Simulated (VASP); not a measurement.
Input of a VASP 6.6.1 run:

The input INCAR:

```
SYSTEM = SnGe5Se6
  ALGO = Normal
  EDIFF = 1E-6
  ENCUT = 520
  GGA = PE
  ISIF = 2
  ISMEAR = 0
  LASPH = .TRUE.
  LCHARG = .FALSE.
  LREAL = .FALSE.
  LWAVE = .FALSE.
  NBANDS = 72
  NELM = 100
  PREC = Accurate
  SIGMA = 0.1
```

Contents of KPOINTS:

```
k-points
0
G
  6 6 1
  0 0 0
```

Contents of POSCAR:

```
SnGe5Se6
1.0
    4.1075782900      0.0000000000      0.0000000000
   -2.0537891500      3.5572671500      0.0000000000
    0.0000000000      0.0000000000     20.1229417900
Sn Ge Se
1 5 6
Direct
    0.0000000000      0.0000000000      0.0000000000
    0.6666666700      0.3333333300      0.1666666700
    0.3333333300      0.6666666700      0.3333333300
    0.0000000000      0.0000000000      0.5000000000
    0.6666666700      0.3333333300      0.6666666700
    0.3333333300      0.6666666700      0.8333333300
    0.3333333300      0.6666666700      0.0833333300
    0.0000000000      0.0000000000      0.2500000000
    0.6666666700      0.3333333300      0.4166666700
    0.3333333300      0.6666666700      0.5833333300
    0.0000000000      0.0000000000      0.7500000000
    0.6666666700      0.3333333300      0.9166666700
```

Potentials or basis: VASP PAW PBE potentials, release 64 (Sn_d, Ge_d, Se).

Command:

```bash
$ cat potpaw_PBE.64/Sn_d/POTCAR potpaw_PBE.64/Ge_d/POTCAR potpaw_PBE.64/Se/POTCAR > POTCAR
$ mpirun -np 1 vasp_std > vasp.out
```

Question: Estimate the band gap on the k mesh.

Answer: 0.05 eV, direct.

Question: Predict the largest force.

Answer: 0.719 eV/Å.

Forces in eV/Å, atoms in the order of the input:
```
Sn   0.000  0.000  0.000
Ge   0.000  0.000  0.173
Ge   0.000  0.000  0.033
Ge   0.000  0.000  0.000
Ge   0.000  0.000 -0.033
Ge   0.000  0.000 -0.173
Se   0.000  0.000  0.719
Se   0.000  0.000 -0.044
Se   0.000  0.000 -0.015
Se   0.000  0.000  0.015
Se   0.000  0.000  0.044
Se   0.000  0.000 -0.719
```

Caveat: spin-orbit coupling is left out, which moves the levels of the heavy elements. A k mesh can miss the band edges.
